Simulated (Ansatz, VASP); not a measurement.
## MgMnNbO4: VASP beside Ansatz

File INCAR:

```
ALGO = Normal ; EDIFF = 1E-6
ENCUT = 600 ; GGA = PE
GGA_COMPAT = False ; ISIF = 2
ISMEAR = -1 ; ISPIN = 2
KPAR = 4 ; LASPH = True
LCHARG = False ; LMAXMIX = 4
LORBIT = 11 ; LREAL = False
LWAVE = False ; MAGMOM = 0 4 0 0 0 0 0
NBANDS = 39 ; NELM = 200
PREC = Accurate ; SIGMA = 0.05
```

KPOINTS

```
k-points
0
Gamma
  9 9 9
```

The input POSCAR:

```
MgMnNbO4
1.0
   -2.0571576739      2.0593275100      4.6806149699
    2.0571576739     -2.0593275100      4.6806149699
    2.0571576739      2.0593275100     -4.6806149699
Nb Mn Mg O
1 1 1 4
Direct
    0.0001230000      0.0001230000      0.0000000000
    0.7490940000      0.2490940000      0.5000000000
    0.2503950000      0.7503950000      0.5000000000
    0.7755000000      0.7755000000      0.0000000000
    0.0128660000      0.5128660000      0.5000000000
    0.2247700000      0.2247700000      0.0000000000
    0.4872520000      0.9872520000      0.5000000000
```

input.yaml

```yaml
crystal:
  lattice:
    - [-2.0571576739, 2.05932751, 4.6806149699]
    - [2.0571576739, -2.05932751, 4.6806149699]
    - [2.0571576739, 2.05932751, -4.6806149699]
  atoms:
    - { symbol: Nb, position: [0.000123, 0.000123, 0.0] }
    - { symbol: Mn, position: [0.749094, 0.249094, 0.5], spin: 4.0 }
    - { symbol: Mg, position: [0.250395, 0.750395, 0.5] }
    - { symbol: O, position: [0.7755, 0.7755, 0.0] }
    - { symbol: O, position: [0.012866, 0.512866, 0.5] }
    - { symbol: O, position: [0.22477, 0.22477, 0.0] }
    - { symbol: O, position: [0.487252, 0.987252, 0.5] }
hamiltonian:
  xc: pbe
  pseudopotentials: { kind: paw }
magnetization:
  spin_polarized: true
kpoints:
  mp_grid: { grid: [9, 9, 9] }
scf:
  occupations: { method: fermi_dirac, width: 0.05 }
output:
  forces: true
  stress: true
  eigenvalues: true
```

Alike in both runs: task single point; functional PBE; k mesh 9 × 9 × 9; occupations fermi-dirac, width 0.05 eV; collinear spin.

```csv
,VASP,Ansatz
version,VASP 6.6.1,Ansatz 0.2.0
potentials or method,"VASP PAW PBE potentials, release 64 (Nb_sv, Mn_pv, Mg, O)",Ansatz PAW
plane-wave cutoff (eV),600,420
valence electrons in the cell,52,62
```

```csv
,VASP,Ansatz,Ansatz less VASP
gap on the k mesh at the Fermi level (eV),none,none,-
pressure (GPa),0.6,1.0,+0.42
"traceless stress, the component that is largest in VASP (GPa)",0.38,0.49,+0.106
rms of the force components (eV/Å),0.145,0.148,+0.0031
net moment per atom (μB),0.54,0.54,0.000
size of the moment on the site where the two differ most (μB),4.12,3.72,-0.401
```

Site moments also hang on the region over which each program counts them. Atom by atom the forces differ by 0.006 eV/Å (rms over components). A gap of «none» marks a metal or a gap that the smearing closes. VASP's potentials hold 52 valence electrons a cell and Ansatz's 62, so a difference there can come from the potentials and not from the codes.
